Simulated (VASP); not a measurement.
Cu: single point with r2SCAN

Crystal: Cu.

```xyz
1
Lattice="-1.4331 1.4331 1.3555 1.4331 -1.4331 1.3555 1.4331 1.4331 -1.3555" Properties=species:S:1:pos:R:3 pbc="T T T"
Cu    0.0000    0.0000    0.0000
```

| Property | Result |
| --- | --- |
| Program | VASP 6.6.1 |
| Task | single point |
| Functional | r2SCAN |
| Potentials or basis | VASP PAW PBE potentials, release 64 (Cu) |
| Cutoff | 520 eV |
| k mesh | 20 × 20 × 20 |
| Occupations | gaussian, width 0.1 eV |
| Spin | no spin polarisation |

The pressure is 6.0 GPa and the band gap on the k mesh is zero (an odd number of electrons rules out a gap without spin polarisation).

Levels at points of the mesh, in eV from the Fermi level:
| k point | band 3 | band 4 | band 5 | band 6 | band 7 | band 8 | band 9 | band 10 |
| --- | --- | --- | --- | --- | --- | --- | --- | --- |
| (0.00, 0.00, 0.00) | -3.33 | -3.33 | -2.46 | -2.21 | 26.03 | 26.03 | 27.62 | 30.51 |
| (0.50, 0.00, 0.00) | -2.34 | -2.08 | -1.48 | -0.60 | 5.15 | 18.30 | 18.69 | 22.43 |
| (0.50, 0.50, 0.00) | -2.53 | -2.26 | -1.52 | -1.07 | 4.50 | 19.80 | 20.48 | 23.91 |
| (0.50, 0.50, 0.50) | -1.70 | -1.70 | -1.63 | 8.19 | 8.19 | 10.52 | 13.84 | 14.68 |

It took 4.3 min on 1 thread of Intel Xeon 8259CL (shared host), peak memory 0.19 GiB.

Caveat: the cell stands under pressure; the PAW data sets were made with another functional, which shifts forces and pressure a little.
